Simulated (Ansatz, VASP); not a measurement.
## In in VASP and in Ansatz

File INCAR:

```
PREC = Accurate ; ENCUT = 520
EDIFF = 1E-6 ; ISMEAR = 0
SIGMA = 0.15 ; LREAL = False
LASPH = True ; NELM = 80
ALGO = Fast ; ISIF = 2
LWAVE = False ; LCHARG = False
GGA = PE ; NBANDS = 12
```

Contents of KPOINTS:

```
Automatic mesh
0
Gamma
  20 20 20
```

File POSCAR:

```
In
1.0
   -1.5936270000      1.6586730000      2.4739500000
    1.5936270000     -1.6586730000      2.4739500000
    1.5936270000      1.6586730000     -2.4739500000
In
1
Direct
    0.0000000000      0.0000000000      0.0000000000
```

Input for Ansatz:

```yaml
crystal:
  lattice:
    - [-1.593627, 1.658673, 2.47395]
    - [1.593627, -1.658673, 2.47395]
    - [1.593627, 1.658673, -2.47395]
  atoms:
    - { symbol: In, position: [0.0, 0.0, 0.0] }
basis:
  ecutwfc: 420
kpoints:
  mp_grid: { grid: [20, 20, 20] }
hamiltonian:
  xc: pbe
scf:
  occupations: { method: gaussian, width: 0.15 }
output:
  forces: true
  stress: true
  eigenvalues: true
```

Change from the starting cell: strain -0.0200 x Voigt [1, -1, 0, 0, 0, 0], atoms carried along.

Alike in both runs: task single point; functional PBE; k mesh 20 × 20 × 20; occupations gaussian, width 0.15 eV; no spin polarisation.

|  | VASP | Ansatz |
| --- | --- | --- |
| version | VASP 6.6.1 | Ansatz 0.2.0 |
| potentials or method | VASP PAW PBE potentials, release 64 (In_d), cutoff 520 eV | scalar-relativistic, plane waves, PAW |
| valence electrons in the cell | 13 | 13 |

|  | VASP | Ansatz | Ansatz less VASP |
| --- | --- | --- | --- |
| gap on the k mesh at the Fermi level (eV) | none | none | - |
| pressure (GPa) | 2.0 | 2.1 | +0.07 |
| traceless stress, the component that is largest in VASP (GPa) | 0.64 | 0.63 | -0.008 |

A gap of «none» marks a metal or a gap that the smearing closes.
